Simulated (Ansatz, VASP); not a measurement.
# Two plane-wave programs on Ta4H3

The input INCAR:

```
SYSTEM = Ta4H3
ALGO = Normal
EDIFF = 1E-6
EDIFFG = -0.01
ENCUT = 600
GGA = PE
IBRION = 2
ISIF = 3
ISMEAR = 0
LASPH = .TRUE.
LCHARG = .FALSE.
LREAL = .FALSE.
LWAVE = .FALSE.
NELM = 60
NSW = 100
PREC = Accurate
SIGMA = 0.1
```

KPOINTS

```
k-points
0
G
  10 6 6
  0 0 0
```

File POSCAR:

```
Ta4H3
1.0
    3.4846511886      0.0000000000      0.0000000000
    0.0000000000      4.8001569394      0.0000000000
    0.0000000000      0.0000000000      4.8344367401
Ta H
4 3
Direct
    0.2466021426      0.2445834129      0.7565383039
    0.7533978574      0.2445834129      0.2434616961
    0.2466021426      0.7554165871      0.2434616961
    0.7533978574      0.7554165871      0.7565383039
    0.5000000000      0.5000000000      0.5000000000
    0.5000000000      0.5000000000      0.0000000000
    0.0000000000      0.0000000000      0.5000000000
```

Input for Ansatz:

```yaml
crystal:
  lattice:
    - [3.4846511886, 0.0, 0.0]
    - [0.0, 4.8001569394, 0.0]
    - [0.0, 0.0, 4.8344367401]
  atoms:
    - { symbol: Ta, position: [0.2466021426, 0.2445834129, 0.7565383039] }
    - { symbol: Ta, position: [0.7533978574, 0.2445834129, 0.2434616961] }
    - { symbol: Ta, position: [0.2466021426, 0.7554165871, 0.2434616961] }
    - { symbol: Ta, position: [0.7533978574, 0.7554165871, 0.7565383039] }
    - { symbol: H, position: [0.5, 0.5, 0.5] }
    - { symbol: H, position: [0.5, 0.5, 0.0] }
    - { symbol: H, position: [0.0, 0.0, 0.5] }
basis:
  ecutwfc: 420
kpoints:
  mp_grid: { grid: [10, 6, 6] }
hamiltonian:
  xc: pbe
scf:
  occupations: { method: gaussian, width: 0.1 }
output:
  forces: true
  stress: true
  eigenvalues: true
relax:
  adjacent_minimum: "off"
  f_tol: 0.01
  max_steps: 80
  cell: { stress_tol: 0.05 }
```

Alike in both runs: task relaxation of cell and atoms; functional PBE; k mesh 10 × 6 × 6; occupations gaussian, width 0.1 eV; no spin polarisation.

```csv
,VASP,Ansatz
version,VASP 6.6.1,Ansatz 0.2.0
potentials or method,"VASP PAW PBE potentials, release 64 (Ta_pv, H), cutoff 600 eV","scalar-relativistic, plane waves, PAW"
valence electrons in the cell,47,55
```

VASP gave:

```
gap on the k mesh at the Fermi level, each at its own relaxed structure (eV) : none
relaxed volume (Å³/atom)                                                     : 11.53
relaxed length of the cell vector where the two differ most in proportion (Å)              : 4.792
```

Task: Which values does Ansatz return?

Result: gap on the k mesh at the Fermi level, each at its own relaxed structure (eV): none; relaxed volume (Å³/atom): 11.52; relaxed length of the cell vector where the two differ most in proportion (Å): 4.788.

A gap of «none» marks a metal or a gap that the smearing closes. VASP's potentials hold 47 valence electrons a cell and Ansatz's 55, so a difference there can come from the potentials and not from the codes.

Neither program's run includes spin-orbit coupling.
